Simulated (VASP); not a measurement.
# Si6W in VASP: single point with PBEsol

Aim: the single point of Si6W with PBEsol.

All numbers are computed with VASP 6.6.1; they aren't measurements. Logs are shortened: lines on timing, memory, paths and dates and some standing lists are left out, and cuts for length are marked.

**1. The cell of the first run**

The cell holds a slab with vacuum, 7 atoms: a = 3.825 Å, b = 3.825 Å, c = 26.121 Å, α = 90.00°, β = 90.00°, γ = 120.00°.

**2. Single point, PBEsol, collinear spin**

INCAR reads:

```
PREC = Accurate
ENCUT = 520
EDIFF = 1E-6
ISMEAR = 0
SIGMA = 0.05
LREAL = F
LASPH = T
NELM = 150
ALGO = Normal
ISIF = 2
LWAVE = F
LCHARG = F
ISPIN = 2
MAGMOM = 0 0 0 0 0 0 4
LORBIT = 11
LMAXMIX = 4
LDIPOL = T
IDIPOL = 3
DIPOL = 0.5 0.5 0.491
GGA = PS
NBANDS = 32
```

KPOINTS reads:

```
Automatic mesh
0
Gamma
  9 9 1
```

POSCAR reads:

```
Si6W
1.0
    3.8248883545      0.0000000000      0.0000000000
   -1.9124441773      3.3124504817      0.0000000000
    0.0000000000      0.0000000000     26.1211317213
Si W
6 1
Direct
    0.6666666667      0.3333333334      0.3254070340
    0.3333333333      0.6666666667      0.3559122531
    0.3333333333      0.6666666667      0.4464642100
    0.6666666667      0.3333333334      0.4756407863
    0.6666666667      0.3333333334      0.5672640819
    0.3333333333      0.6666666667      0.5929366410
    0.6666666667      0.8333333333      0.6737141518
```

Potentials or basis: VASP PAW PBE potentials, release 64 (Si, W_sv).

Command:

```
$ cat potpaw_PBE.64/Si/POTCAR potpaw_PBE.64/W_sv/POTCAR > POTCAR
$ mpirun -np 1 vasp_std > vasp.out
```

OUTCAR:

```text
PREC = Accurate
   ENCUT = 520
   EDIFF = 1E-6
   ISMEAR = 0
   LREAL = F
   LASPH = T
   NELM = 150
   ISIF = 2
   ISPIN = 2
   LORBIT = 11
   GGA = PS

 ion  position               nearest neighbor table
   1  0.667  0.333  0.325-   2 2.35   2 2.35   2 2.35
   2  0.333  0.667  0.356-   1 2.35   1 2.35   1 2.35   3 2.37
   3  0.333  0.667  0.446-   4 2.34   4 2.34   4 2.34   2 2.37
   4  0.667  0.333  0.476-   3 2.34   3 2.34   3 2.34   5 2.39
   5  0.667  0.333  0.567-   6 2.31   6 2.31   6 2.31   4 2.39
   6  0.333  0.667  0.593-   5 2.31   5 2.31   5 2.31   7 2.38
   7  0.667  0.833  0.674-   6 2.38

  LATTYP: Found a hexagonal cell.
 ALAT       =     3.8248883545
 C/A-ratio  =     6.8292533795

  Lattice vectors:

 A1 = (   3.8248883545,   0.0000000000,   0.0000000000)
 A2 = (  -1.9124441773,   3.3124504817,   0.0000000000)
 A3 = (   0.0000000000,   0.0000000000,  26.1211317213)

Analysis of symmetry for initial positions (statically):
=====================================================================
 Subroutine PRICEL returns:
 Original cell was already a primitive cell.

 Routine SETGRP: Setting up the symmetry group for a
 hexagonal supercell.

 Subroutine GETGRP returns: Found  2 space group operations
 (whereof  2 operations were pure point group operations)
 out of a pool of 24 trial point group operations.

The static configuration has the point symmetry C_1h.

Analysis of symmetry for dynamics (positions and initial velocities):
=====================================================================
 Subroutine PRICEL returns:
 Original cell was already a primitive cell.

 Routine SETGRP: Setting up the symmetry group for a
 hexagonal supercell.

 Subroutine GETGRP returns: Found  2 space group operations
 (whereof  2 operations were pure point group operations)
 out of a pool of 24 trial point group operations.

The dynamic configuration has the point symmetry C_1h.

Analysis of structural, dynamic, and magnetic symmetry:
=====================================================================
 Subroutine PRICEL returns:
 Original cell was already a primitive cell.

 Routine SETGRP: Setting up the symmetry group for a
 hexagonal supercell.

 Subroutine GETGRP returns: Found  2 space group operations
 (whereof  2 operations were pure point group operations)
 out of a pool of 24 trial point group operations.

The overall configuration has the point symmetry C_1h.

 Subroutine INISYM returns: Found  2 space group operations
 (whereof  2 operations are pure point group operations),
 and found     1 'primitive' translations

----------------------------------------------------------------------------------------

                                     Primitive cell

  volume of cell :     330.9483

  direct lattice vectors                    reciprocal lattice vectors
     3.824888355  0.000000000  0.000000000     0.261445540  0.150945653  0.000000000
    -1.912444177  3.312450482  0.000000000     0.000000000  0.301891305  0.000000000
     0.000000000  0.000000000 26.121131721     0.000000000  0.000000000  0.038283180

  length of vectors
     3.824888355  3.824888355 26.121131721     0.301891305  0.301891305  0.038283180

  position of ions in fractional coordinates (direct lattice)
     0.666666667  0.333333333  0.325407034
     0.333333333  0.666666667  0.355912253
     0.333333333  0.666666667  0.446464210
     0.666666667  0.333333333  0.475640786
     0.666666667  0.333333333  0.567264082
     0.333333333  0.666666667  0.592936641
     0.666666667  0.833333333  0.673714152

  ion indices of the primitive-cell ions
   primitive index   ion index
                 1           1
                 2           2
                 3           3
                 4           4
                 5           5
                 6           6
                 7           7

----------------------------------------------------------------------------------------

 KPOINTS: Automatic mesh

Automatic generation of k-mesh.
 Grid dimensions read from file:
[... 51 lines left out ...]
   ions per type =               6   1
   NGX,Y,Z   is equivalent  to a cutoff of  12.17, 12.17, 12.47 a.u.
   NGXF,Y,Z  is equivalent  to a cutoff of  24.34, 24.34, 24.95 a.u.
 SYSTEM =  unknown system
   PREC   = accura    normal or accurate (medium, high low for compatibility)
   ISTART =      0    job   : 0-new  1-cont  2-samecut
   ICHARG =      2    charge: 1-file 2-atom 10-const
   ISPIN  =      2    spin polarized calculation?
   LNONCOLLINEAR =      F non collinear calculations
   LSORBIT =      F    spin-orbit coupling
   LASPH  =      T    aspherical Exc in radial PAW
   ENCUT  =  520.0 eV  38.22 Ry    6.18 a.u.   7.11  7.11 48.57*2*pi/ulx,y,z
   NELM   =    150;   NELMIN=  2; NELMDL= -5     # of ELM steps
   EDIFF  = 0.1E-05   stopping-criterion for ELM
   LREAL  =      F    real-space projection
   EDIFFG = 0.1E-04   stopping-criterion for IOM
   NSW    =      0    number of steps for IOM
   IBRION =     -1    ionic relax: 0-MD 1-quasi-New 2-CG
   NFREE  =      0    steps in history (QN), initial steepest desc. (CG)
   ISIF   =      2    stress and relaxation
   ISYM   =      2    0-nonsym 1-usesym 2-fastsym
   POTIM  = 0.5000    time-step for ionic-motion
   TEBEG  =    0.0;   TEEND  =   0.0 temperature during run
   PSTRESS=    0.0 pullay stress
   NELECT =      38.0000    total number of electrons
   NUPDOWN=      -1.0000    fix difference up-down
   EMIN   =  10.00;   EMAX   =-10.00  energy-range for DOS
   EFERMI =   0.00;   METHOD = LEGACY
   ISMEAR =     0;   SIGMA  =   0.05  broadening in eV -4-tet -1-fermi 0-gaus
   EFERMI_NEDOS =   21; number of points for ismear=-14 and -15
   IALGO  =     38    algorithm
   IMIX   =      4    mixing-type and parameters
     AMIX     =   0.40;   BMIX     =  1.00
     AMIX_MAG =   1.60;   BMIX_MAG =  1.00
  volume/ion in A,a.u.               =      47.28       319.05
  Fermi-wavevector in a.u.,A,eV,Ry     =   0.795700  1.503655  8.614370  0.633138
  Thomas-Fermi vector in A             =   1.902079
   LORBIT       =     11    0 simple, 1 ext, 2 COOP (PROOUT), +10 PAW based schemes
   GGA     = PS    functional components
   LHFCALC =     F    Hartree Fock is set to
   AEXX    =    0.0000 exact exchange contribution
   IVDW    =     0    specifies the selected vdW correction
   LEPSILON=     F    determine dielectric tensor
   LRPA    =     F    only Hartree local field effects (RPA)
 spin polarized calculation
 Gauss-broadening in eV      SIGMA  =   0.05
  energy-cutoff  :      520.00
  volume of cell :      330.95
 maximum number of plane-waves:      8961
   NGX = 15   NGY = 15   NGZ = 97

 dipolmoment           0.000000      0.000000      0.002101 electrons x Angstroem

 number of electron      37.9999997 magnetization       2.1731035

 dipolmoment           0.000000      0.000000     -0.042573 electrons x Angstroem

 Free energy of the ion-electron system (eV)
  ---------------------------------------------------
  ext. energy  EPLUGINS =         0.00000000
  ---------------------------------------------------
  free energy    TOTEN  =       -40.36889463 eV

  energy without entropy =      -40.36524575  energy(sigma->0) =      -40.36707019

 E-fermi :   0.0078     XC(G=0):  -4.8972

 val. band max:        0.0029674396   @ k =   0.3333   0.0000   0.0000
 cond. band min:       0.0109051421   @ k =   0.0000   0.4444   0.0000
 fundamental gap:      0.0079377025
 Fermi energy:         0.0078334683

 spin component 1

 k-point     1 :       0.0000    0.0000    0.0000
  band No.  band energies     occupation
      1     -74.5909      1.00000
      2     -38.9560      1.00000
      3     -38.9138      1.00000
      4     -38.7670      1.00000
      5     -11.8884      1.00000
      6     -11.1018      1.00000
[... 805 lines left out ...]
     30       4.7590      0.00000
     31       5.2194      0.00000

 [... further k-points ...]

 spin component 2

 k-point     1 :       0.0000    0.0000    0.0000
  band No.  band energies     occupation
      1     -73.6889      1.00000
      2     -37.7429      1.00000
      3     -37.7201      1.00000
      4     -37.5199      1.00000
      5     -11.8694      1.00000
      6     -11.1389      1.00000
[... 805 lines left out ...]
     30       4.9382      0.00000
     31       5.1690      0.00000

 [... further k-points ...]

 [bands above 31 left out]

------------------------ aborting loop because EDIFF is reached ----------------------------------------

 vacuum level on the upper side and lower side of the slab       (xc-potential included)        -0.307         0.309

  FORCE on cell =-STRESS in cart. coord.  units (eV):
  Direction    XX          YY          ZZ          XY          YZ          ZX
  --------------------------------------------------------------------------------------
  -------------------------------------------------------------------------------------
  Total       -4.0465832     -4.3519683      1.0800168      0.2644713      0.2606460      0.4514499
  in kB      -19.5902020    -21.0686236      5.2285460      1.2803506      1.2618321      2.1855460
  external PRESSURE =     -11.8100932 kB  Pullay stress =       0.0000000 kB

 VOLUME and BASIS-vectors are now :
 -----------------------------------------------------------------------------
  energy-cutoff  :      520.00
  volume of cell :      330.95
      direct lattice vectors                 reciprocal lattice vectors
     3.824888355  0.000000000  0.000000000     0.261445540  0.150945653  0.000000000
    -1.912444177  3.312450482  0.000000000     0.000000000  0.301891305  0.000000000
     0.000000000  0.000000000 26.121131721     0.000000000  0.000000000  0.038283180

 POSITION                                       TOTAL-FORCE (eV/Angst)
 -----------------------------------------------------------------------------------
      1.91244      1.10415      8.50000        -0.026727     -0.015431      0.415101
     -0.00000      2.20830      9.29683         0.000936      0.000540     -0.628791
     -0.00000      2.20830     11.66215         0.015072      0.008702      0.008125
      1.91244      1.10415     12.42428         0.047434      0.027386      0.057683
      1.91244      1.10415     14.81758         0.179444      0.103602     -0.444725
     -0.00000      2.20830     15.48818        -0.497823     -0.287419      0.584783
      0.95622      2.76038     17.59818         0.281665      0.162619      0.007825
 -----------------------------------------------------------------------------------
    total drift:                               -0.000093     -0.000054      0.000151

  FREE ENERGIE OF THE ION-ELECTRON SYSTEM (eV)
  ---------------------------------------------------
  free  energy   TOTEN  =       -40.3688946303 eV

  energy  without entropy=      -40.3652457477  energy(sigma->0) =      -40.36707019

 vacuum level on the upper side and lower side of the slab         4.115         4.736

 total charge

# of ion       s       p       d       tot
------------------------------------------
    1        0.795   0.851   0.000   1.647
    2        0.758   0.920   0.000   1.678
    3        0.762   0.927   0.000   1.689
    4        0.763   0.926   0.000   1.689
    5        0.770   0.923   0.000   1.693
    6        0.767   0.954   0.000   1.721
    7        2.361   6.034   3.269  11.665
--------------------------------------------------
tot          6.976  11.537   3.269  21.782

 magnetization (x)

# of ion       s       p       d       tot
------------------------------------------
    1       -0.033  -0.165   0.000  -0.198
    2       -0.002  -0.012   0.000  -0.014
    3       -0.007  -0.032   0.000  -0.038
    4        0.003   0.004   0.000   0.007
    5        0.017   0.029   0.000   0.047
    6       -0.005  -0.024   0.000  -0.029
    7        0.058   0.021   1.920   1.999
--------------------------------------------------
tot          0.031  -0.179   1.920   1.772
```

Run time: 25 min. Hardware: 1 thread of Oxide Virtual Turin-like, shared host; peak memory 0.72 GiB.

Results:

* Free energy: -40.3689 eV
* Largest force: 0.820 eV/Å
* Net moment: 2.17 μB per cell
* Site moments: Si -0.20, -0.01, -0.04, +0.01, +0.05, -0.03; W +2.00 μB
* Valence electrons inside the program's atomic spheres: Si 1.65, 1.68, 1.69, 1.72 (each value once); W 11.66

Forces in eV/Å, atoms in the order of the input:
```
Si  -0.027 -0.015  0.415
Si   0.001  0.001 -0.629
Si   0.015  0.009  0.008
Si   0.047  0.027  0.058
Si   0.179  0.104 -0.445
Si  -0.498 -0.287  0.585
W    0.282  0.163  0.008
```

Caveat: the PAW data sets were made with another functional, which shifts forces and pressure a little; spin-orbit coupling is left out, which moves the levels of the heavy elements.
